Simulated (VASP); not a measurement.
# N (P6_3/mmc) in VASP: single point with PBEsol

Aim: the single point of N with PBEsol.

Everything below comes from runs of VASP 6.6.1. Logs are shortened: lines on timing, memory, paths and dates and some standing lists are left out, and cuts for length are marked.

### Step 1. The cell of the first run

The structure is hexagonal, space group P6_3/mmc (No. 194). Conventional cell: a = 4.167 Å, b = 4.167 Å, c = 7.006 Å, α = 90.00°, β = 90.00°, γ = 120.00°. N (site symmetry 3m) has 1 N at 1.11 Å within 1.5 Å.

### Step 2. Single point, PBEsol

The input, INCAR:

```
SYSTEM = N
PREC = Accurate
ENCUT = 520
EDIFF = 1E-6
ISMEAR = 0
SIGMA = 0.05
LREAL = .False.
LASPH = .True.
NELM = 60
ALGO = Normal
ISIF = 2
LWAVE = .False.
LCHARG = .False.
GGA = PS
NBANDS = 18
```

The input, KPOINTS:

```
Automatic mesh
0
Gamma
  6 6 4
  0 0 0
```

The input, POSCAR:

```
N
1.0
    4.1672328106      0.0000000000      0.0000000000
   -2.0836164053      3.6089294775      0.0000000000
    0.0000000000      0.0000000000      7.0060035100
N
4
Direct
    0.3333333333      0.6666666667      0.3289300400
    0.3333333333      0.6666666667      0.1710699600
    0.6666666667      0.3333333333      0.8289300400
    0.6666666667      0.3333333333      0.6710699600
```

Potentials or basis: VASP PAW PBE potentials, release 64 (N).

On the command line:

```sh
$ cat potpaw_PBE.64/N/POTCAR > POTCAR
$ mpirun -np 1 vasp_std > vasp.out
```

OUTCAR:

```text
SYSTEM = N
   PREC = Accurate
   ENCUT = 520
   EDIFF = 1E-6
   ISMEAR = 0
   LREAL = .False.
   LASPH = .True.
   NELM = 60
   ISIF = 2
   GGA = PS

 ion  position               nearest neighbor table
   1  0.333  0.667  0.329-   2 1.11
   2  0.333  0.667  0.171-   1 1.11
   3  0.667  0.333  0.829-   4 1.11
   4  0.667  0.333  0.671-   3 1.11

  LATTYP: Found a hexagonal cell.
 ALAT       =     4.1672328106
 C/A-ratio  =     1.6812124084

  Lattice vectors:

 A1 = (   4.1672328106,   0.0000000000,   0.0000000000)
 A2 = (  -2.0836164053,   3.6089294775,   0.0000000000)
 A3 = (   0.0000000000,   0.0000000000,   7.0060035100)

Analysis of symmetry for initial positions (statically):
=====================================================================
 Subroutine PRICEL returns:
 Original cell was already a primitive cell.

 Routine SETGRP: Setting up the symmetry group for a
 hexagonal supercell.

 Subroutine GETGRP returns: Found 24 space group operations
 (whereof 12 operations were pure point group operations)
 out of a pool of 24 trial point group operations.

The static configuration has the point symmetry D_3d.
 The point group associated with its full space group is D_6h.

Analysis of symmetry for dynamics (positions and initial velocities):
=====================================================================
 Subroutine PRICEL returns:
 Original cell was already a primitive cell.

 Routine SETGRP: Setting up the symmetry group for a
 hexagonal supercell.

 Subroutine GETGRP returns: Found 24 space group operations
 (whereof 12 operations were pure point group operations)
 out of a pool of 24 trial point group operations.

The dynamic configuration has the point symmetry D_3d.
 The point group associated with its full space group is D_6h.

 Subroutine INISYM returns: Found 24 space group operations
 (whereof 12 operations are pure point group operations),
 and found     1 'primitive' translations

----------------------------------------------------------------------------------------

                                     Primitive cell

[... 85 lines left out ...]
   LNONCOLLINEAR =      F non collinear calculations
   LSORBIT =      F    spin-orbit coupling
   LASPH  =      T    aspherical Exc in radial PAW
   ENCUT  =  520.0 eV  38.22 Ry    6.18 a.u.   7.75  7.75 13.03*2*pi/ulx,y,z
   NELM   =     60;   NELMIN=  2; NELMDL= -5     # of ELM steps
   EDIFF  = 0.1E-05   stopping-criterion for ELM
   LREAL  =      F    real-space projection
   EDIFFG = 0.1E-04   stopping-criterion for IOM
   NSW    =      0    number of steps for IOM
   IBRION =     -1    ionic relax: 0-MD 1-quasi-New 2-CG
   NFREE  =      0    steps in history (QN), initial steepest desc. (CG)
   ISIF   =      2    stress and relaxation
   ISYM   =      2    0-nonsym 1-usesym 2-fastsym
   POTIM  = 0.5000    time-step for ionic-motion
   TEBEG  =    0.0;   TEEND  =   0.0 temperature during run
   PSTRESS=    0.0 pullay stress
   NELECT =      20.0000    total number of electrons
   NUPDOWN=      -1.0000    fix difference up-down
   EMIN   =  10.00;   EMAX   =-10.00  energy-range for DOS
   EFERMI =   0.00;   METHOD = LEGACY
   ISMEAR =     0;   SIGMA  =   0.05  broadening in eV -4-tet -1-fermi 0-gaus
   EFERMI_NEDOS =   21; number of points for ismear=-14 and -15
   IALGO  =     38    algorithm
   IMIX   =      4    mixing-type and parameters
     AMIX     =   0.40;   BMIX     =  1.00
     AMIX_MAG =   1.60;   BMIX_MAG =  1.00
  volume/ion in A,a.u.               =      26.34       177.76
  Fermi-wavevector in a.u.,A,eV,Ry     =   0.940848  1.777944 12.043801  0.885194
  Thomas-Fermi vector in A             =   2.068300
   LORBIT       =      0    0 simple, 1 ext, 2 COOP (PROOUT), +10 PAW based schemes
   GGA     = PS    functional components
   LHFCALC =     F    Hartree Fock is set to
   AEXX    =    0.0000 exact exchange contribution
   IVDW    =     0    specifies the selected vdW correction
   LEPSILON=     F    determine dielectric tensor
   LRPA    =     F    only Hartree local field effects (RPA)
 non-spin polarized calculation
 Gauss-broadening in eV      SIGMA  =   0.05
  energy-cutoff  :      520.00
  volume of cell :      105.37
 maximum number of plane-waves:      2882
 NGX is ok and might be reduce to    32
   NGX = 15   NGY = 15   NGZ = 27

 number of electron      20.0000001 magnetization

 Free energy of the ion-electron system (eV)
  ---------------------------------------------------
  ext. energy  EPLUGINS =         0.00000000
  ---------------------------------------------------
  free energy    TOTEN  =       -34.13057060 eV

  energy without entropy =      -34.13057060  energy(sigma->0) =      -34.13057060

 E-fermi :  -6.4299     XC(G=0):  -5.8128

 val. band max:       -6.6954919336   @ k =   0.0000   0.0000   0.0000
 cond. band min:       0.2760554368   @ k =   0.3333   0.3333   0.0000
 fundamental gap:      6.9715473703
 Fermi energy:        -6.4299248248

 k-point     1 :       0.0000    0.0000    0.0000
  band No.  band energies     occupation
      1     -25.2647      2.00000
      2     -25.2402      2.00000
      3     -10.8153      2.00000
      4     -10.0751      2.00000
      5      -8.5371      2.00000
      6      -8.5371      2.00000
[... 418 lines left out ...]
      5      -8.6786      2.00000
      6      -8.6786      2.00000
[... 10 lines left out ...]
     17       6.0378      0.00000
     18       6.0378      0.00000

------------------------ aborting loop because EDIFF is reached ----------------------------------------

  FORCE on cell =-STRESS in cart. coord.  units (eV):
  Direction    XX          YY          ZZ          XY          YZ          ZX
  --------------------------------------------------------------------------------------
  -------------------------------------------------------------------------------------
  Total        0.0081520      0.0081520      1.9472923      0.0000000      0.0000000      0.0000000
  in kB        0.1239592      0.1239592     29.6104651      0.0000000      0.0000000      0.0000000
  external PRESSURE =       9.9527945 kB  Pullay stress =       0.0000000 kB

 VOLUME and BASIS-vectors are now :
 -----------------------------------------------------------------------------
  energy-cutoff  :      520.00
  volume of cell :      105.37
      direct lattice vectors                 reciprocal lattice vectors
     4.167232811  0.000000000  0.000000000     0.239967395  0.138545240  0.000000000
    -2.083616405  3.608929477  0.000000000     0.000000000  0.277090480  0.000000000
     0.000000000  0.000000000  7.006003510     0.000000000  0.000000000  0.142734727

 POSITION                                       TOTAL-FORCE (eV/Angst)
 -----------------------------------------------------------------------------------
     -0.00000      2.40595      2.30449        -0.000000      0.000000      0.892774
     -0.00000      2.40595      1.19852        -0.000000      0.000000     -0.892774
      2.08362      1.20298      5.80749         0.000000     -0.000000      0.892774
      2.08362      1.20298      4.70152        -0.000000     -0.000000     -0.892774
 -----------------------------------------------------------------------------------
    total drift:                               -0.000000      0.000000      0.000000

  FREE ENERGIE OF THE ION-ELECTRON SYSTEM (eV)
  ---------------------------------------------------
  free  energy   TOTEN  =       -34.1305705974 eV

  energy  without entropy=      -34.1305705974  energy(sigma->0) =      -34.13057060
```

OSZICAR:

```text
N       E                     dE             d eps       ncg     rms          rms(c)
DAV:   1     0.119883666249E+03    0.11988E+03   -0.91346E+03   756   0.919E+02
DAV:   2    -0.249612122691E+02   -0.14484E+03   -0.14011E+03   994   0.222E+02
DAV:   3    -0.356524026771E+02   -0.10691E+02   -0.10617E+02   880   0.682E+01
DAV:   4    -0.357427017833E+02   -0.90299E-01   -0.90259E-01   810   0.779E+00
DAV:   5    -0.357436151577E+02   -0.91337E-03   -0.91336E-03   860   0.703E-01    0.112E+01
DAV:   6    -0.344486880918E+02    0.12949E+01   -0.14916E+00   818   0.806E+00    0.646E+00
DAV:   7    -0.341363061583E+02    0.31238E+00   -0.10746E+00   922   0.690E+00    0.162E+00
DAV:   8    -0.341302122240E+02    0.60939E-02   -0.83319E-02   784   0.208E+00    0.247E-01
DAV:   9    -0.341302025926E+02    0.96313E-05   -0.31039E-03   788   0.390E-01    0.119E-01
DAV:  10    -0.341305450416E+02   -0.34245E-03   -0.35918E-04   762   0.169E-01    0.421E-02
DAV:  11    -0.341305615022E+02   -0.16461E-04   -0.19816E-05   818   0.412E-02    0.754E-03
DAV:  12    -0.341305728893E+02   -0.11387E-04   -0.12583E-05   766   0.277E-02    0.942E-03
DAV:  13    -0.341305710036E+02    0.18857E-05   -0.56534E-07   740   0.679E-03    0.213E-03
DAV:  14    -0.341305705974E+02    0.40620E-06   -0.28170E-07   396   0.396E-03
   1 F= -.34130571E+02 E0= -.34130571E+02  d E =-.110116E-15
```

Wall time 20 s (1 thread of Intel Xeon Platinum 8559C (Emerald Rapids), shared host); peak memory 0.21 GiB.

Results:

```
Free energy            : -34.1306 eV
Pressure               : 1.0 GPa
Largest force          : 0.893 eV/Å
Band gap on the k mesh : 6.97 eV, indirect (least direct gap 7.29 eV)
```

Forces in eV/Å, atoms in the order of the input:
```
N    0.000  0.000  0.893
N    0.000  0.000 -0.893
N    0.000  0.000  0.893
N    0.000  0.000 -0.893
```

Caveat: the standard files for N, O and F lose accuracy on very short bonds; the PAW data sets were made with another functional, which shifts forces and pressure a little. A k mesh can miss the band edges.
